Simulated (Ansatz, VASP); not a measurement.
**Al2O: VASP beside Ansatz**

The input INCAR:

```
ALGO     = Normal         # electronic algorithm
EDIFF    = 1E-6           # SCF threshold, eV
EDIFFG   = -0.01          # ionic threshold
ENCUT    = 600            # plane-wave cutoff, eV
GGA      = PE             # functional
IBRION   = 2              # ionic algorithm
ISIF     = 3              # what is computed and relaxed
ISMEAR   = 0              # smearing method
LASPH    = T              # aspherical terms in the spheres
LCHARG   = F              # write CHGCAR
LREAL    = F              # projectors in reciprocal space
LWAVE    = F              # write WAVECAR
NELM     = 100            # most SCF steps
NSW      = 100            # ionic steps
PREC     = Accurate       # precision mode
SIGMA    = 0.1            # smearing width, eV
```

KPOINTS

```
k-points
0
Gamma
  22 22 22
```

Contents of POSCAR:

```
Al2O
1.0
   -1.4088045046      1.4088045046      4.6152696161
    1.4088045046     -1.4088045046      4.6152696161
    1.4088045046      1.4088045046     -4.6152696161
Al O
2 1
Direct
    0.3529886792      0.3529886792      0.0000000000
    0.6470113208      0.6470113208      0.0000000000
    0.0000000000      0.0000000000      0.0000000000
```

Input for Ansatz:

```yaml
crystal:
  lattice:
    - [-1.4088045046, 1.4088045046, 4.6152696161]
    - [1.4088045046, -1.4088045046, 4.6152696161]
    - [1.4088045046, 1.4088045046, -4.6152696161]
  atoms:
    - { symbol: Al, position: [0.3529886792, 0.3529886792, 0.0] }
    - { symbol: Al, position: [0.6470113208, 0.6470113208, 0.0] }
    - { symbol: O, position: [0.0, 0.0, 0.0] }
basis:
  ecutwfc: 420
kpoints:
  mp_grid: { grid: [22, 22, 22] }
hamiltonian:
  xc: pbe
scf:
  occupations: { method: gaussian, width: 0.1 }
output:
  forces: true
  stress: true
  eigenvalues: true
relax:
  adjacent_minimum: "off"
  f_tol: 0.01
  max_steps: 80
  cell: { stress_tol: 0.05 }
```

Change from the starting cell: species swapped into the BeAu2 type (I4/mmm, No. 139).

Alike in both runs: task relaxation of cell and atoms; functional PBE; k mesh 22 × 22 × 22; occupations gaussian, width 0.1 eV; no spin polarisation.

|  | VASP | Ansatz |
| --- | --- | --- |
| version | VASP 6.6.1 | Ansatz 0.2.0 |
| potentials or method | VASP PAW PBE potentials, release 64 (Al, O), cutoff 600 eV | scalar-relativistic, plane waves, PAW |
| valence electrons in the cell | 12 | 12 |

|  | VASP | Ansatz | Ansatz less VASP |
| --- | --- | --- | --- |
| gap on the k mesh at the Fermi level, each at its own relaxed structure (eV) | none | none | - |
| relaxed volume (Å³/atom) | 12.13 | 12.15 | +0.018 |
| relaxed cell length with the largest relative difference (Å) | 5.039 | 5.041 | +0.0016 |

A gap of «none» marks a metal or a gap that the smearing closes.
